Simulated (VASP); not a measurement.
Runs of VASP 6.6.1 on PbO. Symmetry: F-43m, No. 216, cubic system. Conventional cell: a = 5.598 Å, b = 5.598 Å, c = 5.598 Å, α = 90.00°, β = 90.00°, γ = 90.00°. Pb (site symmetry -43m) has 4 O at 2.42 Å within 3.2 Å. Within 3.2 Å of O (site symmetry -43m) lie 4 Pb at 2.42 Å. 

```csv
level,potentials or basis,k mesh,grid for exact exchange (PRECFOCK),share of exact exchange,screening parameter,gap on the mesh (eV),pressure (GPa)
HSE06,"VASP PAW PBE potentials, release 64 (Pb_d, O)",4 × 4 × 4,Normal,0.25,0.2079 1/Å,1.04,(a)
PBE,"VASP PAW PBE potentials, release 64 (Pb_d, O)",6 × 6 × 6,-,-,-,0.47,2.4
LDA,"VASP PAW LDA potentials, release 64 (Pb_d, O)",4 × 4 × 4,-,-,-,0.33,-3.1
r2SCAN,"VASP PAW PBE potentials, release 64 (Pb_d, O)",4 × 4 × 4,-,-,-,0.61,0.3
PBE,"VASP PAW PBE potentials, release 64 (Pb_d, O)",4 × 4 × 4,-,-,-,(b),2.4
```

Alike in all rows: task single point; no spin polarisation; cell as given; cutoff (eV) 520; smearing gaussian 0.01 eV.

Question: Fill in the values left out.

Answer: (a) 0.5; (b) 0.43.

Caveats: some runs use coarse meshes; spin-orbit coupling is left out, which moves the levels of the heavy elements; the PAW data sets were made with another functional, which shifts forces and pressure a little (at least some runs).

A k mesh can miss the band edges, and the runs leave out spin-orbit coupling on Pb.
